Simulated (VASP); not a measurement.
Sb, 1 atom in the cell. Symmetry: I4/mmm, No. 139, tetragonal system. The conventional cell has a = 3.153 Å, b = 3.153 Å, c = 5.424 Å, α = 90.00°, β = 90.00°, γ = 90.00°. Within 4.1 Å of Sb (site symmetry 4/mmm) lie 12 Sb at 3.15 to 3.51 Å. 

```yaml
Program: VASP 6.6.1
Task: relaxation of cell and atoms
Functional: PBEsol
Potentials_or_basis: VASP PAW PBE potentials, release 64 (Sb)
Cutoff: 600 eV
k_mesh: 12 × 12 × 12
Occupations: fermi-dirac, width 0.05 eV
Spin: no spin polarisation
Dipole_correction: no
Further_INCAR_settings: ALGO = Normal; EDIFF = 1e-06; IBRION = 2; EDIFFG = -0.01; NSW = 60; ISIF = 3
```

Potentials or basis: VASP PAW PBE potentials, release 64 (Sb).

Launch:

```bash
$ cat potpaw_PBE.64/Sb/POTCAR > POTCAR
$ mpirun -np 1 vasp_std > vasp.out
```

Hardware: 1 thread of Intel(R) Xeon(R) Platinum 8375C CPU @ 2.90GHz (Ice Lake), on a shared host.

Task: Estimate the wall time of this run.

Result: Run time: 120 s on 1 thread of Intel(R) Xeon(R) Platinum 8375C CPU @ 2.90GHz (Ice Lake) (shared host), peak memory 0.18 GiB. Counts: scf iterations 58, k points 163, ion steps 12.
